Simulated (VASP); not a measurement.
**SiC: single point with LDA**

The system is SiC.

```
CELL_PARAMETERS angstrom
3.03960 0.00000 0.00000
-1.51980 2.63237 0.00000
0.00000 0.00000 4.98736
ATOMIC_POSITIONS crystal
Si 0.33333 0.66667 0.00459
Si 0.66667 0.33333 0.50459
C 0.33333 0.66667 0.38041
C 0.66667 0.33333 0.88041
```

```
Program                : VASP 6.6.1
Task                   : single point
Functional             : LDA
Potentials or basis    : VASP PAW LDA potentials, release 64 (Si, C)
Cutoff                 : 520 eV
k mesh                 : 8 × 8 × 4
Occupations            : gaussian, width 0.01 eV
Spin                   : no spin polarisation
Dipole correction      : no
Further INCAR settings : ALGO = Normal; EDIFF = 1e-07; NBANDS = 16
```

The pressure is 4.4 GPa. The band gap on the k mesh is 2.35 eV, indirect (least direct gap 3.94 eV).

Levels at points of the mesh, in eV from the valence-band top:
```csv
k point,band 5,band 6,band 7,band 8,band 9,band 10,band 11,band 12
"(0.00, 0.00, 0.00)",-1.33,-0.11,0.00,0.00,5.06,6.60,6.77,6.77
"(0.50, 0.00, 0.00)",-5.57,-3.42,-3.40,-1.21,2.74,4.18,7.08,7.17
"(0.00, 0.00, 0.50)",-0.72,-0.72,-0.72,-0.72,6.14,6.14,7.44,7.44
"(0.50, 0.00, 0.50)",-2.50,-2.50,-2.36,-2.36,3.29,3.29,5.31,5.31
```

It took 29 s on 1 thread of Intel Xeon 8259CL (shared host), peak memory 0.11 GiB.

A k mesh can miss the band edges. LDA gaps usually lie below the measured ones, often by a third to a half.
